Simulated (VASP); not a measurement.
Crystal: ZrIn2F6.

```xyz
9
Lattice="5.5525 0.0000 0.0000 0.0000 5.5525 0.0000 0.0000 0.0000 3.9262" Properties=species:S:1:pos:R:3 pbc="T T T"
Zr    0.0000    0.0000    0.0000
In    2.7763    0.0000    1.9631
In    0.0000    2.7763    1.9631
F     1.3590    4.1936    0.0000
F     1.3590    1.3590    0.0000
F     0.0000    0.0000    1.9631
F     4.1936    1.3590    0.0000
F     4.1936    4.1936    0.0000
F     2.7763    2.7763    1.9631
```

* Program: VASP 6.6.1
* Task: relaxation of cell and atoms
* Functional: PBE
* Potentials or basis: VASP PAW PBE potentials, release 64 (Zr_sv, In_d, F)
* Cutoff: 600 eV
* k mesh: 4 × 4 × 4
* Occupations: gaussian, width 0.1 eV
* Spin: no spin polarisation

At the start: pressure 26.1 GPa; volume 13.45 Å³/atom.

Question: How do energy, volume and symmetry change on relaxing?

Answer: Over 13 steps the energy falls by 280.4 meV/atom and the volume is 18.76 Å³/atom (+39.5 %); space group P4/mmm (No. 123, to 0.1 Å) before and after.

Step by step:
| step | energy change (eV) | largest force (eV/Å) | pressure (GPa) | volume (Å³) |
| --- | --- | --- | --- | --- |
| 1 | 0.0000 | 1.3929 | 26.09 | 121.05 |
| 2 | -1.1118 | 3.0484 | -8.10 | 163.51 |
| 3 | -1.7709 | 1.8220 | 0.76 | 144.38 |
| 4 | -2.3521 | 0.4784 | 1.49 | 151.52 |
| 5 | -2.3883 | 0.1249 | 2.20 | 153.97 |
| 6 | -2.3887 | 0.0665 | 2.13 | 153.74 |
| 7 | -2.4273 | 0.3699 | -0.52 | 160.06 |
| 8 | -2.4274 | 0.3449 | -0.37 | 159.68 |
| 9 | -2.4552 | 0.1703 | -0.21 | 161.63 |
| 10 | -2.4815 | 0.1929 | 0.20 | 165.40 |
| 11 | -2.5029 | 0.0023 | -0.41 | 167.19 |
| 12 | -2.5114 | 0.2059 | -1.03 | 169.15 |
| 13 | -2.5233 | 0.0318 | -0.25 | 168.82 |

Final structure:
```
Zr In F
1.0
     6.17166    0.00000    0.00000
     0.00000    6.17166    0.00000
     0.00000    0.00000    4.43228
Zr In F
1 2 6
Direct
  0.00000 0.00000 0.00000
  0.50000 0.00000 0.50000
  0.00000 0.50000 0.50000
  0.22622 0.77378 0.00000
  0.22622 0.22622 0.00000
  0.00000 0.00000 0.50000
  0.77378 0.22622 0.00000
  0.77378 0.77378 0.00000
  0.50000 0.50000 0.50000
```

Caveat: the volume moved by over 15 % at a fixed basis, so the end points are rough.
